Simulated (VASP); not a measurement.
Input of a VASP 6.6.1 run:

Contents of INCAR:

```
SYSTEM = Ti3Al
ALGO = Normal ; EDIFF = 1E-6
EDIFFG = -0.01 ; ENCUT = 600
GGA = PS ; IBRION = 2
ISIF = 3 ; ISMEAR = -1
LASPH = .True. ; LCHARG = .False.
LREAL = .False. ; LWAVE = .False.
NELM = 60 ; NSW = 60
PREC = Accurate ; PSTRESS = 20.0
SIGMA = 0.05
```

The input KPOINTS:

```
k-points
0
Gamma
  10 10 3
  0 0 0
```

Contents of POSCAR:

```
Ti3Al
1.0
    2.9275422229      0.0000000000      0.0000000000
   -1.4637711114      2.5353259357      0.0000000000
    0.0000000000      0.0000000000      9.2263620000
Ti Al
3 1
Direct
    0.3333333333      0.6666666667      0.2494060000
    0.3333333333      0.6666666667      0.7505940000
    0.6666666667      0.3333333333      0.0000000000
    0.6666666667      0.3333333333      0.5000000000
```

Potentials or basis: VASP PAW PBE potentials, release 64 (Ti_sv, Al).

Launch:

```sh
$ cat potpaw_PBE.64/Ti_sv/POTCAR potpaw_PBE.64/Al/POTCAR > POTCAR
$ mpirun -np 1 vasp_std > vasp.out
```

(1) Estimate the space group after relaxing (to 0.05 Å).

(2) What does it give for the relaxed cell?

(3) Predict the relaxed volume.

Answers

(1) P-6m2 (No. 187).

(2) a = 2.876 Å, b = 2.876 Å, c = 9.103 Å, α = 90.00°, β = 90.00°, γ = 120.00°.

(3) 16.31 Å³/atom.

Caveat: the cell is relaxed towards a set pressure, so the enthalpy falls and the energy may rise; the PAW data sets were made with another functional, which shifts forces and pressure a little.
